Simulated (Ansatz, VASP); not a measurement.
**Al: VASP beside Ansatz**

```
Al
1.0
     2.76342    0.00000    0.00000
    -1.38171    2.39319    0.00000
     0.00000    0.00000    9.63135
Al
4
Cartesian
  0.0000 0.0000 0.0000
  0.0000 1.5955 2.4078
  0.0000 0.0000 4.8157
  1.3817 0.7977 7.2235
```

Alike in both runs: task single point; functional PBEsol; dispersion D3(BJ); k mesh 18 × 18 × 6; occupations gaussian, width 0.15 eV; no spin polarisation.

|  | VASP | Ansatz |
| --- | --- | --- |
| version | VASP 6.6.1 | Ansatz 0.2.0 |
| potentials or method | VASP PAW PBE potentials, release 64 (Al), cutoff 520 eV | scalar-relativistic, plane waves, PAW |
| valence electrons in the cell | 12 | 12 |

```csv
,VASP,Ansatz,Ansatz less VASP
gap on the k mesh at the Fermi level (eV),none,none,-
pressure (GPa),-1.1,-1.2,-0.10
"traceless stress, the component that is largest in VASP (GPa)",-3.26,-3.23,+0.033
```

VASP's potentials were made for PBE, not for PBEsol, and Ansatz warns of the same on its side. A gap of «none» marks a metal or a gap that the smearing closes.
